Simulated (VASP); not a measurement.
# ZrS2 (nod) (P-3m1) in VASP: a series of runs

ZrS2 (nod) is run at these levels: PBEsol; tasks: single point.

Program: VASP 6.6.1. These are calculated values, not measurements. Logs are shortened: lines on timing, memory, paths and dates and some standing lists are left out, and cuts for length are marked.

## (1) The cell of the first run

It takes space group P-3m1 (No. 164, trigonal). Conventional cell: a = 3.691 Å, b = 3.691 Å, c = 6.041 Å, α = 90.00°, β = 90.00°, γ = 120.00°. Within 3.4 Å of Zr (site symmetry -3m) lie 6 S at 2.57 Å. S (site symmetry 3m) has 3 Zr at 2.57 Å within 3.4 Å.

## (2) Single point, PBEsol

Input file INCAR:

```
SYSTEM = ZrS2
PREC = Accurate ; ENCUT = 500
EDIFF = 1E-6 ; ISMEAR = 0
SIGMA = 0.1 ; LREAL = .FALSE.
LASPH = .TRUE. ; NELM = 120
ALGO = Normal ; ISIF = 2
LWAVE = .FALSE. ; LCHARG = .FALSE.
GGA = PS ; NBANDS = 19
GGA_COMPAT = .FALSE.
```

Input file KPOINTS:

```
regular mesh
0
G
  6 6 4
  0 0 0
```

Input file POSCAR:

```
ZrS2
1.0
    3.6913825500      0.0000000000      0.0000000000
   -1.8456912700      3.1968310600      0.0000000000
    0.0000000000      0.0000000000      6.0410770100
Zr S
1 2
Direct
    0.0000000000      0.0000000000      0.0000000000
    0.6666666700      0.3333333300      0.7620900300
    0.3333333300      0.6666666700      0.2379099700
```

Potentials or basis: VASP PAW PBE potentials, release 64 (Zr_sv, S).

Command:

```bash
cat potpaw_PBE.64/Zr_sv/POTCAR potpaw_PBE.64/S/POTCAR > POTCAR
mpirun -np 1 vasp_std > vasp.out
```

OUTCAR:

```text
SYSTEM = ZrS2
   PREC = Accurate
   ENCUT = 500
   EDIFF = 1E-6
   ISMEAR = 0
   LREAL = .FALSE.
   LASPH = .TRUE.
   NELM = 120
   ISIF = 2
   GGA = PS

 ion  position               nearest neighbor table
   1  0.000  0.000  0.000-   2 2.57   3 2.57   3 2.57   2 2.57   2 2.57   3 2.57
   2  0.667  0.333  0.762-   1 2.57   1 2.57   1 2.57
   3  0.333  0.667  0.238-   1 2.57   1 2.57   1 2.57

  LATTYP: Found a hexagonal cell.
 ALAT       =     3.6913825500
 C/A-ratio  =     1.6365350727

  Lattice vectors:

 A1 = (   3.6913825500,   0.0000000000,   0.0000000000)
 A2 = (  -1.8456912700,   3.1968310600,   0.0000000000)
 A3 = (   0.0000000000,   0.0000000000,   6.0410770100)

Analysis of symmetry for initial positions (statically):
=====================================================================
 Subroutine PRICEL returns:
 Original cell was already a primitive cell.

 Routine SETGRP: Setting up the symmetry group for a
 hexagonal supercell.

 Subroutine GETGRP returns: Found 12 space group operations
 (whereof 12 operations were pure point group operations)
 out of a pool of 24 trial point group operations.

The static configuration has the point symmetry D_3d.

Analysis of symmetry for dynamics (positions and initial velocities):
=====================================================================
 Subroutine PRICEL returns:
 Original cell was already a primitive cell.

 Routine SETGRP: Setting up the symmetry group for a
 hexagonal supercell.

 Subroutine GETGRP returns: Found 12 space group operations
 (whereof 12 operations were pure point group operations)
 out of a pool of 24 trial point group operations.

The dynamic configuration has the point symmetry D_3d.

 Subroutine INISYM returns: Found 12 space group operations
 (whereof 12 operations are pure point group operations),
 and found     1 'primitive' translations

----------------------------------------------------------------------------------------

                                     Primitive cell

  volume of cell :      71.2891

  direct lattice vectors                    reciprocal lattice vectors
     3.691382550  0.000000000  0.000000000     0.270901210  0.156404886  0.000000000
    -1.845691270  3.196831060  0.000000000     0.000000000  0.312809774  0.000000000
     0.000000000  0.000000000  6.041077010     0.000000000  0.000000000  0.165533397

  length of vectors
     3.691382550  3.691382545  6.041077010     0.312809773  0.312809774  0.165533397

  position of ions in fractional coordinates (direct lattice)
     0.000000000  0.000000000  0.000000000
     0.666666670  0.333333330  0.762090030
     0.333333330  0.666666670  0.237909970

  ion indices of the primitive-cell ions
   primitive index   ion index
                 1           1
                 2           2
                 3           3

----------------------------------------------------------------------------------------

 KPOINTS: regular mesh

Automatic generation of k-mesh.
 Grid dimensions read from file:
 generate k-points for:    6    6    4

 Generating k-lattice:

  Cartesian coordinates                     Fractional coordinates (reciprocal lattice)
     0.045150202  0.026067481  0.000000000     0.166666667  0.000000000  0.000000000
     0.000000000  0.052134962  0.000000000     0.000000000  0.166666667  0.000000000
     0.000000000  0.000000000  0.041383349     0.000000000  0.000000000  0.250000000

  Length of vectors
     0.052134962  0.052134962  0.041383349

  Shift w.r.t. Gamma in fractional coordinates (k-lattice)
     0.000000000  0.000000000  0.000000000

 Subroutine IBZKPT returns following result:
 ===========================================

 Found     24 irreducible k-points:

 Following reciprocal coordinates:
            Coordinates               Weight
  0.000000  0.000000  0.000000      1.000000
  0.166667  0.000000  0.000000      6.000000
  0.333333  0.000000  0.000000      6.000000
  0.500000  0.000000  0.000000      3.000000
  0.166667  0.166667  0.000000      6.000000
  0.333333  0.166667  0.000000     12.000000
[... 16 lines left out ...]
  0.333333  0.166667  0.500000     12.000000
  0.333333  0.333333  0.500000      2.000000
   k-points           NKPTS =     24   k-points in BZ     NKDIM =     24   number of bands    NBANDS=     19
   number of dos      NEDOS =    301   number of ions     NIONS =      3
   total plane-waves  NPLWV =  37632
   dimension x,y,z NGX =    28 NGY =   28 NGZ =   48
   dimension x,y,z NGXF=    56 NGYF=   56 NGZF=   96
   ions per type =               1   2
   NGX,Y,Z   is equivalent  to a cutoff of  12.61, 12.61, 13.21 a.u.
   NGXF,Y,Z  is equivalent  to a cutoff of  25.22, 25.22, 26.42 a.u.
 SYSTEM =  ZrS2
   PREC   = accura    normal or accurate (medium, high low for compatibility)
   ISTART =      0    job   : 0-new  1-cont  2-samecut
   ICHARG =      2    charge: 1-file 2-atom 10-const
   ISPIN  =      1    spin polarized calculation?
   LNONCOLLINEAR =      F non collinear calculations
   LSORBIT =      F    spin-orbit coupling
   LASPH  =      T    aspherical Exc in radial PAW
   ENCUT  =  500.0 eV  36.75 Ry    6.06 a.u.   6.73  6.73 11.01*2*pi/ulx,y,z
   NELM   =    120;   NELMIN=  2; NELMDL= -5     # of ELM steps
   EDIFF  = 0.1E-05   stopping-criterion for ELM
   LREAL  =      F    real-space projection
   EDIFFG = 0.1E-04   stopping-criterion for IOM
   NSW    =      0    number of steps for IOM
   IBRION =     -1    ionic relax: 0-MD 1-quasi-New 2-CG
   NFREE  =      0    steps in history (QN), initial steepest desc. (CG)
   ISIF   =      2    stress and relaxation
   ISYM   =      2    0-nonsym 1-usesym 2-fastsym
   POTIM  = 0.5000    time-step for ionic-motion
   TEBEG  =    0.0;   TEEND  =   0.0 temperature during run
   PSTRESS=    0.0 pullay stress
   NELECT =      24.0000    total number of electrons
   NUPDOWN=      -1.0000    fix difference up-down
   EMIN   =  10.00;   EMAX   =-10.00  energy-range for DOS
   EFERMI =   0.00;   METHOD = LEGACY
   ISMEAR =     0;   SIGMA  =   0.10  broadening in eV -4-tet -1-fermi 0-gaus
   EFERMI_NEDOS =   21; number of points for ismear=-14 and -15
   IALGO  =     38    algorithm
   IMIX   =      4    mixing-type and parameters
     AMIX     =   0.40;   BMIX     =  1.00
     AMIX_MAG =   1.60;   BMIX_MAG =  1.00
  volume/ion in A,a.u.               =      23.76       160.36
  Fermi-wavevector in a.u.,A,eV,Ry     =   1.138861  2.152136 17.646828  1.297005
  Thomas-Fermi vector in A             =   2.275565
   LORBIT       =      0    0 simple, 1 ext, 2 COOP (PROOUT), +10 PAW based schemes
   GGA     = PS    functional components
   LHFCALC =     F    Hartree Fock is set to
   AEXX    =    0.0000 exact exchange contribution
   IVDW    =     0    specifies the selected vdW correction
   LEPSILON=     F    determine dielectric tensor
   LRPA    =     F    only Hartree local field effects (RPA)
 non-spin polarized calculation
 Gauss-broadening in eV      SIGMA  =   0.10
  energy-cutoff  :      500.00
  volume of cell :       71.29
 maximum number of plane-waves:      1834
 NGX is ok and might be reduce to    28
   NGX = 13   NGY = 13   NGZ = 23

 number of electron      23.9999999 magnetization

 Free energy of the ion-electron system (eV)
  ---------------------------------------------------
  ext. energy  EPLUGINS =         0.00000000
  ---------------------------------------------------
  free energy    TOTEN  =       -22.52749541 eV

  energy without entropy =      -22.52749541  energy(sigma->0) =      -22.52749541

 E-fermi :   4.5103     XC(G=0):  -9.5126

 val. band max:        4.0040577413   @ k =   0.1667   0.0000   0.0000
 cond. band min:       5.0084259724   @ k =   0.5000   0.0000   0.5000
 fundamental gap:      1.0043682310
 Fermi energy:         4.5102523093

 k-point     1 :       0.0000    0.0000    0.0000
  band No.  band energies     occupation
      1     -44.8269      2.00000
      2     -22.9220      2.00000
      3     -22.7695      2.00000
      4     -22.7695      2.00000
      5      -8.5158      2.00000
      6      -7.1000      2.00000
[... 11 lines left out ...]
     18       9.6316      0.00000
     19       9.8070      0.00000

 k-point     2 :       0.1667    0.0000    0.0000
  band No.  band energies     occupation
      1     -44.8225      2.00000
      2     -22.9085      2.00000
      3     -22.8335      2.00000
      4     -22.7833      2.00000
      5      -8.2458      2.00000
      6      -7.1653      2.00000
[... 11 lines left out ...]
     18      10.7152      0.00000
     19      11.3928      0.00000

 k-point     3 :       0.3333    0.0000    0.0000
  band No.  band energies     occupation
      1     -44.8136      2.00000
      2     -22.9594      2.00000
      3     -22.8802      2.00000
      4     -22.8106      2.00000
      5      -7.6935      2.00000
      6      -7.2449      2.00000
[... 11 lines left out ...]
     18      11.3958      0.00000
     19      12.1619      0.00000

 k-point     4 :       0.5000    0.0000    0.0000
  band No.  band energies     occupation
      1     -44.8092      2.00000
      2     -23.0204      2.00000
      3     -22.8665      2.00000
      4     -22.8242      2.00000
      5      -7.5434      2.00000
      6      -7.1100      2.00000
[... 407 lines left out ...]
     18      12.4074      0.00000
     19      12.4831      0.00000

 k-point    23 :       0.3333    0.1667    0.5000
  band No.  band energies     occupation
      1     -44.8092      2.00000
      2     -22.9875      2.00000
      3     -22.8683      2.00000
      4     -22.8568      2.00000
      5      -7.4810      2.00000
      6      -7.1725      2.00000
[... 11 lines left out ...]
     18      11.1243      0.00000
     19      11.8793      0.00000

 k-point    24 :       0.3333    0.3333    0.5000
  band No.  band energies     occupation
      1     -44.8070      2.00000
      2     -22.9418      2.00000
      3     -22.9418      2.00000
      4     -22.8606      2.00000
      5      -7.2585      2.00000
      6      -7.2585      2.00000
[... 11 lines left out ...]
     18      12.1513      0.00000
     19      12.5771      0.00000

------------------------ aborting loop because EDIFF is reached ----------------------------------------

  FORCE on cell =-STRESS in cart. coord.  units (eV):
  Direction    XX          YY          ZZ          XY          YZ          ZX
  --------------------------------------------------------------------------------------
  -------------------------------------------------------------------------------------
  Total       -1.3259377     -1.3259377     -0.5900144     -0.0000000      0.0000000      0.0000000
  in kB      -29.7996101    -29.7996100    -13.2601991     -0.0000000      0.0000000      0.0000000
  external PRESSURE =     -24.2864731 kB  Pullay stress =       0.0000000 kB

 VOLUME and BASIS-vectors are now :
 -----------------------------------------------------------------------------
  energy-cutoff  :      500.00
  volume of cell :       71.29
      direct lattice vectors                 reciprocal lattice vectors
     3.691382550  0.000000000  0.000000000     0.270901210  0.156404886  0.000000000
    -1.845691270  3.196831060  0.000000000     0.000000000  0.312809774  0.000000000
     0.000000000  0.000000000  6.041077010     0.000000000  0.000000000  0.165533397

 POSITION                                       TOTAL-FORCE (eV/Angst)
 -----------------------------------------------------------------------------------
      0.00000      0.00000      0.00000        -0.000000      0.000000     -0.000000
      1.84569      1.06561      4.60384         0.000000     -0.000000      0.142095
     -0.00000      2.13122      1.43723         0.000000      0.000000     -0.142095
 -----------------------------------------------------------------------------------
    total drift:                               -0.000000     -0.000000     -0.000000

  FREE ENERGIE OF THE ION-ELECTRON SYSTEM (eV)
  ---------------------------------------------------
  free  energy   TOTEN  =       -22.5274954123 eV

  energy  without entropy=      -22.5274954123  energy(sigma->0) =      -22.52749541
```

Run time: 25 s. Hardware: 1 thread of AMD EPYC 7R43 (Zen 3), shared host; peak memory 0.16 GiB.

Results:

```yaml
Free_energy: -22.5275 eV
Pressure: -2.4 GPa
Largest_force: 0.142 eV/Å
Band_gap_on_the_k_mesh: 1.00 eV, indirect (least direct gap 1.58 eV)
```

Forces on the atoms (eV/Å):
```
Zr   0.000  0.000  0.000
S    0.000  0.000  0.142
S    0.000  0.000 -0.142
```

Caveat: the PAW data sets were made with another functional, which shifts forces and pressure a little; this functional lacks dispersion, which binds the layers, so the pressure and a relaxed spacing across them are unreliable. A k mesh can miss the band edges.

## (3) Single point, PBEsol

This run uses another cell than the first one, of 22.36 Å³/atom, 0.941 times its volume.

Input file INCAR:

```
PREC     = Accurate       # precision mode
ENCUT    = 500            # plane-wave cutoff, eV
EDIFF    = 1E-6           # SCF threshold, eV
ISMEAR   = 0              # smearing method
SIGMA    = 0.02           # smearing width, eV
LREAL    = F              # projectors in reciprocal space
LASPH    = T              # aspherical terms in the spheres
NELM     = 120            # most SCF steps
ALGO     = Normal         # electronic algorithm
ISIF     = 2              # what is computed and relaxed
LWAVE    = F              # write WAVECAR
LCHARG   = F              # write CHGCAR
GGA      = PS             # functional
NBANDS   = 19             # bands
GGA_COMPAT= F
```

Input file KPOINTS:

```
regular mesh
0
Gamma
  9 9 6
```

Input file POSCAR:

```
ZrS2
1.0
    3.6278791138     -0.0000000028      0.0000000000
   -1.8139395544      3.1418354758      0.0000000000
    0.0000000000      0.0000000000      5.8863662675
Zr S
1 2
Direct
    0.0000000000      0.0000000000      0.0000000000
    0.6666666667      0.3333333333      0.7531998908
    0.3333333333      0.6666666667      0.2468001092
```

Potentials or basis: VASP PAW PBE potentials, release 64 (Zr_sv, S).

Command:

```bash
cat potpaw_PBE.64/Zr_sv/POTCAR potpaw_PBE.64/S/POTCAR > POTCAR
mpirun -np 1 vasp_std > vasp.out
```

Wall time 59 s (1 thread of AMD EPYC 7R43 (Zen 3), shared host); peak memory 0.19 GiB.

It converged, with:

| Item | Value |
| --- | --- |
| Free energy | -22.5596 eV |
| Pressure | 0.1 GPa |
| Largest force | 0.018 eV/Å |
| Band gap on the k mesh | 0.81 eV, indirect (least direct gap 1.55 eV) |

Forces on the atoms (eV/Å):
```
Zr   0.000  0.000  0.000
S    0.000  0.000 -0.018
S    0.000  0.000  0.018
```

Levels at points of the mesh, in eV from the valence-band top:
| k point | band 8 | band 9 | band 10 | band 11 | band 12 | band 13 | band 14 | band 15 | band 16 | band 17 |
| --- | --- | --- | --- | --- | --- | --- | --- | --- | --- | --- |
| (0.00, 0.00, 0.00) | -2.83 | -2.83 | -0.07 | -0.07 | -0.02 | 1.53 | 1.53 | 2.25 | 4.95 | 4.95 |
| (0.00, 0.00, 0.50) | -2.79 | -2.79 | -1.91 | -0.21 | -0.21 | 1.49 | 1.49 | 2.67 | 5.35 | 5.35 |

Caveat: the PAW data sets were made with another functional, which shifts forces and pressure a little; this functional lacks dispersion, which binds the layers, so the pressure and a relaxed spacing across them are unreliable.
